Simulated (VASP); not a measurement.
# PtS2 (P-3m1) in VASP: further runs

PtS2 is run at these levels: PBEsol; tasks: single point, relaxation of shape and atoms at fixed volume.

Everything below comes from runs of VASP 6.6.1. Logs are shortened: lines on timing, memory, paths and dates and some standing lists are left out, and cuts for length are marked.

### 1 The cell of the first run

Symmetry: P-3m1, No. 164, trigonal system. The conventional cell has a = 3.572 Å, b = 3.572 Å, c = 4.767 Å, α = 90.00°, β = 90.00°, γ = 120.00°. Within 3.1 Å of Pt (site symmetry -3m) lie 6 S at 2.38 Å. S (site symmetry 3m) has 3 Pt at 2.38 Å within 3.1 Å.

### 2 Single point, PBEsol

INCAR reads:

```
PREC = Accurate ; ENCUT = 520
EDIFF = 1E-6 ; ISMEAR = 0
SIGMA = 0.02 ; LREAL = F
LASPH = T ; NELM = 100
ALGO = Normal ; ISIF = 2
LWAVE = F ; LCHARG = T
GGA = PS ; LELF = T
LVHAR = T ; NBANDS = 18
```

KPOINTS reads:

```
Automatic mesh
0
Gamma
  12 12 8
```

POSCAR reads:

```
PtS2
1.0
    3.5715569962      0.0000000000      0.0000000000
   -1.7857784981      3.0930590898      0.0000000000
    0.0000000000      0.0000000000      4.7672297871
Pt S
1 2
Direct
    0.0000000000      0.0000000000      0.0000000000
    0.3333333333      0.6666666667      0.2510159186
    0.6666666667      0.3333333333      0.7489840814
```

Potentials or basis: VASP PAW PBE potentials, release 64 (Pt, S).

Command:

```
cat potpaw_PBE.64/Pt/POTCAR potpaw_PBE.64/S/POTCAR > POTCAR
mpirun -np 1 vasp_std > vasp.out
```

OUTCAR:

```text
PREC = Accurate
   ENCUT = 520
   EDIFF = 1E-6
   ISMEAR = 0
   LREAL = F
   LASPH = T
   NELM = 100
   ISIF = 2
   GGA = PS

 ion  position               nearest neighbor table
   1  0.000  0.000  0.000-   2 2.38   3 2.38   3 2.38   2 2.38   3 2.38   2 2.38
   2  0.333  0.667  0.251-   1 2.38   1 2.38   1 2.38
   3  0.667  0.333  0.749-   1 2.38   1 2.38   1 2.38

  LATTYP: Found a hexagonal cell.
 ALAT       =     3.5715569962
 C/A-ratio  =     1.3347763433

  Lattice vectors:

 A1 = (   3.5715569962,   0.0000000000,   0.0000000000)
 A2 = (  -1.7857784981,   3.0930590898,   0.0000000000)
 A3 = (   0.0000000000,   0.0000000000,   4.7672297871)

Analysis of symmetry for initial positions (statically):
=====================================================================
 Subroutine PRICEL returns:
 Original cell was already a primitive cell.

 Routine SETGRP: Setting up the symmetry group for a
 hexagonal supercell.

 Subroutine GETGRP returns: Found 12 space group operations
 (whereof 12 operations were pure point group operations)
 out of a pool of 24 trial point group operations.

The static configuration has the point symmetry D_3d.

Analysis of symmetry for dynamics (positions and initial velocities):
=====================================================================
 Subroutine PRICEL returns:
 Original cell was already a primitive cell.

 Routine SETGRP: Setting up the symmetry group for a
 hexagonal supercell.

 Subroutine GETGRP returns: Found 12 space group operations
 (whereof 12 operations were pure point group operations)
 out of a pool of 24 trial point group operations.

The dynamic configuration has the point symmetry D_3d.

 Subroutine INISYM returns: Found 12 space group operations
 (whereof 12 operations are pure point group operations),
 and found     1 'primitive' translations

----------------------------------------------------------------------------------------

                                     Primitive cell

  volume of cell :      52.6638

  direct lattice vectors                    reciprocal lattice vectors
     3.571556996  0.000000000  0.000000000     0.279989932  0.161652263  0.000000000
    -1.785778498  3.093059090  0.000000000     0.000000000  0.323304525  0.000000000
     0.000000000  0.000000000  4.767229787     0.000000000  0.000000000  0.209765429

  length of vectors
     3.571556996  3.571556996  4.767229787     0.323304525  0.323304525  0.209765429

  position of ions in fractional coordinates (direct lattice)
     0.000000000  0.000000000  0.000000000
     0.333333333  0.666666667  0.251015919
     0.666666667  0.333333333  0.748984081

  ion indices of the primitive-cell ions
   primitive index   ion index
                 1           1
                 2           2
                 3           3

----------------------------------------------------------------------------------------

 KPOINTS: Automatic mesh

Automatic generation of k-mesh.
 Grid dimensions read from file:
 generate k-points for:   12   12    8

 Generating k-lattice:

  Cartesian coordinates                     Fractional coordinates (reciprocal lattice)
     0.023332494  0.013471022  0.000000000     0.083333333  0.000000000  0.000000000
     0.000000000  0.026942044  0.000000000     0.000000000  0.083333333  0.000000000
     0.000000000  0.000000000  0.026220679     0.000000000  0.000000000  0.125000000

  Length of vectors
     0.026942044  0.026942044  0.026220679

  Shift w.r.t. Gamma in fractional coordinates (k-lattice)
     0.000000000  0.000000000  0.000000000

 Subroutine IBZKPT returns following result:
 ===========================================

 Found    131 irreducible k-points:

 Following reciprocal coordinates:
            Coordinates               Weight
  0.000000  0.000000  0.000000      1.000000
  0.083333  0.000000  0.000000      6.000000
  0.166667  0.000000  0.000000      6.000000
  0.250000 -0.000000  0.000000      6.000000
  0.333333  0.000000  0.000000      6.000000
  0.416667  0.000000  0.000000      6.000000
[... 16 lines left out ...]
  0.166667  0.000000  0.125000      6.000000
  0.000000  0.166667  0.125000      6.000000
 [... further k-points ...]
   k-points           NKPTS =    131   k-points in BZ     NKDIM =    131   number of bands    NBANDS=     18
   number of dos      NEDOS =    301   number of ions     NIONS =      3
   total plane-waves  NPLWV =  28224
   dimension x,y,z NGX =    28 NGY =   28 NGZ =   36
   dimension x,y,z NGXF=    56 NGYF=   56 NGZF=   72
   ions per type =               1   2
   NGX,Y,Z   is equivalent  to a cutoff of  13.03, 13.03, 12.55 a.u.
   NGXF,Y,Z  is equivalent  to a cutoff of  26.07, 26.07, 25.11 a.u.
 SYSTEM =  unknown system
   PREC   = accura    normal or accurate (medium, high low for compatibility)
   ISTART =      0    job   : 0-new  1-cont  2-samecut
   ICHARG =      2    charge: 1-file 2-atom 10-const
   ISPIN  =      1    spin polarized calculation?
   LNONCOLLINEAR =      F non collinear calculations
   LSORBIT =      F    spin-orbit coupling
   LASPH  =      T    aspherical Exc in radial PAW
   ENCUT  =  520.0 eV  38.22 Ry    6.18 a.u.   6.64  6.64  8.86*2*pi/ulx,y,z
   NELM   =    100;   NELMIN=  2; NELMDL= -5     # of ELM steps
   EDIFF  = 0.1E-05   stopping-criterion for ELM
   LREAL  =      F    real-space projection
   EDIFFG = 0.1E-04   stopping-criterion for IOM
   NSW    =      0    number of steps for IOM
   IBRION =     -1    ionic relax: 0-MD 1-quasi-New 2-CG
   NFREE  =      0    steps in history (QN), initial steepest desc. (CG)
   ISIF   =      2    stress and relaxation
   ISYM   =      2    0-nonsym 1-usesym 2-fastsym
   POTIM  = 0.5000    time-step for ionic-motion
   TEBEG  =    0.0;   TEEND  =   0.0 temperature during run
   PSTRESS=    0.0 pullay stress
   NELECT =      22.0000    total number of electrons
   NUPDOWN=      -1.0000    fix difference up-down
   EMIN   =  10.00;   EMAX   =-10.00  energy-range for DOS
   EFERMI =   0.00;   METHOD = LEGACY
   ISMEAR =     0;   SIGMA  =   0.02  broadening in eV -4-tet -1-fermi 0-gaus
   EFERMI_NEDOS =   21; number of points for ismear=-14 and -15
   IALGO  =     38    algorithm
   IMIX   =      4    mixing-type and parameters
     AMIX     =   0.40;   BMIX     =  1.00
     AMIX_MAG =   1.60;   BMIX_MAG =  1.00
  volume/ion in A,a.u.               =      17.55       118.46
  Fermi-wavevector in a.u.,A,eV,Ry     =   1.223804  2.312654 20.377384  1.497695
  Thomas-Fermi vector in A             =   2.358901
   LORBIT       =      0    0 simple, 1 ext, 2 COOP (PROOUT), +10 PAW based schemes
   GGA     = PS    functional components
   LHFCALC =     F    Hartree Fock is set to
   AEXX    =    0.0000 exact exchange contribution
   IVDW    =     0    specifies the selected vdW correction
   LEPSILON=     F    determine dielectric tensor
   LRPA    =     F    only Hartree local field effects (RPA)
 non-spin polarized calculation
 Gauss-broadening in eV      SIGMA  =   0.02
  energy-cutoff  :      520.00
  volume of cell :       52.66
 maximum number of plane-waves:      1446
 NGX is ok and might be reduce to    28
   NGX = 13   NGY = 13   NGZ = 17

 number of electron      22.0000001 magnetization

 Free energy of the ion-electron system (eV)
  ---------------------------------------------------
  ext. energy  EPLUGINS =         0.00000000
  ---------------------------------------------------
  free energy    TOTEN  =       -16.99788554 eV

  energy without entropy =      -16.99788554  energy(sigma->0) =      -16.99788554

 E-fermi :   7.6517     XC(G=0): -11.1104

 val. band max:        7.5587761071   @ k =   0.0000   0.0000   0.0000
 cond. band min:       7.8046928162   @ k =   0.0000   0.3333   0.2500
 fundamental gap:      0.2459167092
 Fermi energy:         7.6516618569

 k-point     1 :       0.0000    0.0000    0.0000
  band No.  band energies     occupation
      1      -8.2781      2.00000
      2      -4.9346      2.00000
      3       0.0375      2.00000
      4       0.4775      2.00000
      5       0.4775      2.00000
      6       3.3569      2.00000
[... 10 lines left out ...]
     17      15.0029      0.00000
     18      20.0383      0.00000

 k-point     2 :       0.0833    0.0000    0.0000
  band No.  band energies     occupation
      1      -8.1890      2.00000
      2      -4.9953      2.00000
      3       0.1340      2.00000
      4       0.5366      2.00000
      5       0.5667      2.00000
      6       3.2268      2.00000
[... 10 lines left out ...]
     17      15.2750      0.00000
     18      18.5815      0.00000

 k-point     3 :       0.1667    0.0000    0.0000
  band No.  band energies     occupation
      1      -7.9306      2.00000
      2      -5.1566      2.00000
      3       0.4033      2.00000
      4       0.7000      2.00000
      5       0.8201      2.00000
      6       2.7833      2.00000
[... 10 lines left out ...]
     17      15.9444      0.00000
     18      17.0929      0.00000

 k-point     4 :       0.2500   -0.0000    0.0000
  band No.  band energies     occupation
      1      -7.5311      2.00000
      2      -5.3725      2.00000
      3       0.7469      2.00000
      4       0.9221      2.00000
      5       1.2039      2.00000
      6       2.0653      2.00000
[... 375 lines left out ...]
      4       0.5297      2.00000
      5       0.6941      2.00000
      6       3.1923      2.00000
[... 10 lines left out ...]
     17      15.4800      0.00000
     18      17.9500      0.00000

 k-point    23 :       0.1667    0.0000    0.1250
  band No.  band energies     occupation
      1      -7.8649      2.00000
      2      -5.3056      2.00000
      3       0.4317      2.00000
      4       0.7326      2.00000
      5       0.9564      2.00000
      6       2.8459      2.00000
[... 10 lines left out ...]
     17      15.4465      0.00000
     18      16.7761      0.00000

 k-point    24 :       0.0000    0.1667    0.1250
  band No.  band energies     occupation
      1      -7.8734      2.00000
      2      -5.2738      2.00000
      3       0.2765      2.00000
      4       0.6756      2.00000
      5       1.1152      2.00000
      6       2.6697      2.00000
[... 10 lines left out ...]
     17      16.4048      0.00000
     18      16.6101      0.00000

 [... further k-points ...]
[... 5 lines left out ...]
  --------------------------------------------------------------------------------------
  -------------------------------------------------------------------------------------
  Total       -0.1019920     -0.1019920     -0.0380772      0.0000000      0.0000000     -0.0000000
  in kB       -3.1028777     -3.1028777     -1.1584137      0.0000000      0.0000000     -0.0000000
  external PRESSURE =      -2.4547230 kB  Pullay stress =       0.0000000 kB

 VOLUME and BASIS-vectors are now :
 -----------------------------------------------------------------------------
  energy-cutoff  :      520.00
  volume of cell :       52.66
      direct lattice vectors                 reciprocal lattice vectors
     3.571556996  0.000000000  0.000000000     0.279989932  0.161652263  0.000000000
    -1.785778498  3.093059090  0.000000000     0.000000000  0.323304525  0.000000000
     0.000000000  0.000000000  4.767229787     0.000000000  0.000000000  0.209765429

 POSITION                                       TOTAL-FORCE (eV/Angst)
 -----------------------------------------------------------------------------------
      0.00000      0.00000      0.00000         0.000000      0.000000      0.000000
     -0.00000      2.06204      1.19665        -0.000000     -0.000000     -0.025285
      1.78578      1.03102      3.57058        -0.000000     -0.000000      0.025285
 -----------------------------------------------------------------------------------
    total drift:                               -0.000000      0.000000      0.000000

  FREE ENERGIE OF THE ION-ELECTRON SYSTEM (eV)
  ---------------------------------------------------
  free  energy   TOTEN  =       -16.9978855431 eV

  energy  without entropy=      -16.9978855431  energy(sigma->0) =      -16.99788554
```

Wall time 84 s (1 thread of Intel Xeon 6975P-C (Granite Rapids), shared host); peak memory 0.26 GiB.

Results:

| Item | Value |
| --- | --- |
| Free energy | -16.9979 eV |
| Pressure | -0.2 GPa |
| Largest force | 0.025 eV/Å |
| Band gap on the k mesh | 0.25 eV, indirect (least direct gap 0.67 eV) |

Forces in eV/Å, atoms in the order of the input:
```
Pt   0.000  0.000  0.000
S    0.000  0.000 -0.025
S    0.000  0.000  0.025
```

Caveat: the PAW data sets were made with another functional, which shifts forces and pressure a little; spin-orbit coupling is left out, which moves the levels of the heavy elements. A k mesh can miss the band edges.

(Continued in part 2 of 2.)
